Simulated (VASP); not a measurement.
# TaN in VASP: notebook, part 2 of 2

VASP 6.6.1. Earlier steps stand in the parts before.

### Step 4. Single point, PBEsol (strain -0.030 along x and y, -0.015 along z)

Input file INCAR:

```
PREC = Accurate ; ENCUT = 520
EDIFF = 1E-6 ; ISMEAR = 0
SIGMA = 0.15 ; LREAL = False
LASPH = True ; NELM = 60
ALGO = Normal ; ISIF = 2
LWAVE = False ; LCHARG = False
GGA = PS ; NBANDS = 15
```

Input file KPOINTS:

```
regular mesh
0
Gamma
  24 24 24
```

Input file POSCAR:

```
TaN
1.0
    0.0000000000      2.1222093625      2.1550270330
    2.1222093625      0.0000000000      2.1550270330
    2.1222093625      2.1222093625      0.0000000000
Ta N
1 1
Direct
    0.5000000000      0.5000000000      0.5000000000
    0.0000000000      0.0000000000      0.0000000000
```

Potentials or basis: VASP PAW PBE potentials, release 64 (Ta_pv, N).

On the command line:

```console
> cat potpaw_PBE.64/Ta_pv/POTCAR potpaw_PBE.64/N/POTCAR > POTCAR
> mpirun -np 1 vasp_std > vasp.out
```

OUTCAR:

```text
PREC = Accurate
   ENCUT = 520
   EDIFF = 1E-6
   ISMEAR = 0
   LREAL = False
   LASPH = True
   NELM = 60
   ISIF = 2
   GGA = PS

 ion  position               nearest neighbor table
   1  0.500  0.500  0.500-   2 2.12   2 2.12   2 2.12   2 2.12   2 2.16   2 2.16
   2  0.000  0.000  0.000-   1 2.12   1 2.12   1 2.12   1 2.12   1 2.16   1 2.16

  LATTYP: Found a body centered tetragonal cell.
 ALAT       =     3.0012572626
 C/A-ratio  =     1.4360828442

  Lattice vectors:

 A1 = (  -2.1222093625,   0.0000000000,   2.1550270330)
 A2 = (   2.1222093625,   0.0000000000,   2.1550270330)
 A3 = (   0.0000000000,   2.1222093625,  -2.1550270330)

Analysis of symmetry for initial positions (statically):
=====================================================================
 Subroutine PRICEL returns:
 Original cell was already a primitive cell.

 Routine SETGRP: Setting up the symmetry group for a
 body centered tetragonal supercell.

 Subroutine GETGRP returns: Found 16 space group operations
 (whereof 16 operations were pure point group operations)
 out of a pool of 16 trial point group operations.

The static configuration has the point symmetry D_4h.
[... 175 lines left out ...]
      6       6.4160      2.00000
      7       6.4160      2.00000
      8       7.8984      2.00000
      9       8.1073      2.00000
     10       8.1073      2.00000
     11      10.3194      1.73454
     12      10.6034      0.11779
     13      12.8621      0.00000
     14      19.8476      0.00000
[... 401 lines left out ...]
      2     -25.2185      2.00000
      3     -25.1897      2.00000
      4      -5.6592      2.00000
      5      -0.4706      2.00000
      6       2.2278      2.00000
      7       2.3145      2.00000
      8      11.8370      0.00000
      9      12.5249      0.00000
     10      12.5838      0.00000
     11      15.2126      0.00000
     12      18.6098      0.00000
     13      18.6503      0.00000
     14      22.8548      0.00000
     15      23.3076      0.00000

 [... further k-points ...]

------------------------ aborting loop because EDIFF is reached ----------------------------------------

  FORCE on cell =-STRESS in cart. coord.  units (eV):
  Direction    XX          YY          ZZ          XY          YZ          ZX
  --------------------------------------------------------------------------------------
  -------------------------------------------------------------------------------------
  Total        4.6558795      4.6558795      2.9850194      0.0000000      0.0000000     -0.0000000
  in kB      384.2847416    384.2847416    246.3760942      0.0000000      0.0000000     -0.0000000
  external PRESSURE =     338.3151925 kB  Pullay stress =       0.0000000 kB

 VOLUME and BASIS-vectors are now :
 -----------------------------------------------------------------------------
  energy-cutoff  :      520.00
  volume of cell :       19.41
      direct lattice vectors                 reciprocal lattice vectors
     0.000000000  2.122209363  2.155027033    -0.235603522  0.235603522  0.232015651
     2.122209363  0.000000000  2.155027033     0.235603522 -0.235603522  0.232015651
     2.122209363  2.122209363  0.000000000     0.235603522  0.235603522 -0.232015651

 POSITION                                       TOTAL-FORCE (eV/Angst)
 -----------------------------------------------------------------------------------
      2.12221      2.12221      2.15503         0.000000      0.000000      0.000000
      0.00000      0.00000      0.00000        -0.000000     -0.000000      0.000000
 -----------------------------------------------------------------------------------
    total drift:                                0.000000     -0.000000     -0.000000

  FREE ENERGIE OF THE ION-ELECTRON SYSTEM (eV)
  ---------------------------------------------------
  free  energy   TOTEN  =       -23.0509443443 eV

  energy  without entropy=      -23.0417548311  energy(sigma->0) =      -23.04634959
```

stdout:

```text
POSCAR found type information on POSCAR TaN
 POSCAR found :  2 types and       2 ions
 scaLAPACK will be used
 -----------------------------------------------------------------------------
|                                                                             |
|                                                                             |
|     You enforced a specific xc type in the INCAR file but a different       |
|     I HOPE YOU KNOW WHAT YOU ARE DOING!                                     |
|                                                                             |
 -----------------------------------------------------------------------------

 LDA part: xc-table for (Slater+PW92), standard interpolation
 POSCAR, INCAR and KPOINTS ok, starting setup
 FFT: planning ... GRIDC
 FFT: planning ... GRID_SOFT
 FFT: planning ... GRID
 WAVECAR not read
 entering main loop
```

Wall time 6.2 min (1 thread of Intel Xeon 8259CL, shared host); peak memory 0.42 GiB.

What came out:

```
Free energy            : -23.0509 eV
Pressure               : 33.8 GPa
Band gap on the k mesh : zero (bands 8 and 9 overlap by 4.47 eV)
```

Stress tensor (GPa, compression positive):
```
38.43  0.00  0.00
 0.00 38.43  0.00
 0.00  0.00 24.64
```

Levels at points of the mesh, in eV from the Fermi level:
```csv
k point,band 4,band 5,band 6,band 7,band 8,band 9,band 10,band 11,band 12,band 13
"(0.00, 0.00, 0.00)",-19.57,-4.12,-4.02,-4.02,-2.54,-2.33,-2.33,-0.12,0.17,2.42
"(0.50, 0.00, 0.00)",-15.89,-11.17,-8.28,-8.27,2.14,2.24,2.35,4.11,8.35,8.79
"(0.50, 0.50, 0.00)",-18.29,-6.90,-6.14,-4.75,-4.75,2.39,4.11,4.11,5.56,7.78
"(0.50, 0.00, 0.50)",-18.28,-6.71,-6.17,-4.88,-4.79,2.39,3.99,4.23,5.64,7.88
```

Caveat: the cell differs from its parent crystal (strain -0.030 along x and y, -0.015 along z); the stress differs along the axes, from 25 to 38 GPa; the PAW data sets were made with another functional, which shifts forces and pressure a little; spin-orbit coupling is left out, which moves the levels of the heavy elements.

### Step 5. Summary

| cell | gap on the mesh (eV) | pressure (GPa) |
| --- | --- | --- |
| a = 3.048 Å, angles 60.0°, 2 atoms | none | 19.2 |
| a = 3.140 Å, angles 60.0°, 2 atoms | none | -13.6 |
| a = 3.025, b = 3.025, c = 3.001 Å, angles 60.3, 60.3, 59.5°, 2 atoms | none | 33.8 |

Alike in all rows: task single point; level PBEsol; potentials or basis VASP PAW PBE potentials, release 64 (Ta_pv, N); no spin polarisation; k mesh 24 × 24 × 24; cutoff (eV) 520; smearing gaussian 0.15 eV.

Caveats: the PAW data sets were made with another functional, which shifts forces and pressure a little; spin-orbit coupling is left out, which moves the levels of the heavy elements; the cell stands under pressure (at least some runs); the cell stands under tension (at least some runs); the stress differs along the axes, from 25 to 38 GPa (at least some runs).

Total energies depend on the potentials used, so only differences within one code and one set of settings carry meaning.
